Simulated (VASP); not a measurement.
Sc: single point with LDA

Sc:

```
Sc
1.0
     2.85445    0.00000    0.00000
     0.00000    2.85445    0.00000
     0.00000    0.00000    2.85445
Sc
1
Cartesian
  0.0000 0.0000 0.0000
```

This isn't the form of Sc at room conditions, which is hcp.

```yaml
Program: VASP 6.6.1
Task: single point
Functional: LDA
Potentials_or_basis: VASP PAW LDA potentials, release 64 (Sc_sv)
Cutoff: 520 eV
k_mesh: 10 × 10 × 10
Occupations: fermi-dirac, width 0.1 eV
Spin: no spin polarisation
```

| Item | Value |
| --- | --- |
| Pressure | 0.0 GPa |
| Band gap on the k mesh | zero (an odd number of electrons rules out a gap without spin polarisation) |

Levels at points of the mesh, in eV from the Fermi level:
```
           k point  band 2  band 3  band 4  band 5  band 6  band 7  band 8  band 9
(0.00, 0.00, 0.00)  -27.43  -27.43  -27.43   -5.14   -0.65   -0.65    4.26    4.26
(0.50, 0.00, 0.00)  -28.19  -27.37  -27.37   -1.64   -0.28    0.04    2.44    2.44
(0.50, 0.50, 0.00)  -28.08  -28.08  -27.30   -2.04    0.28    2.86    2.86    4.26
(0.50, 0.50, 0.50)  -27.98  -27.98  -27.98   -0.63   -0.63   -0.63    5.44    5.44
```

Run time: 15 s on 1 thread of Intel Xeon 8259CL (shared host), peak memory 0.13 GiB.
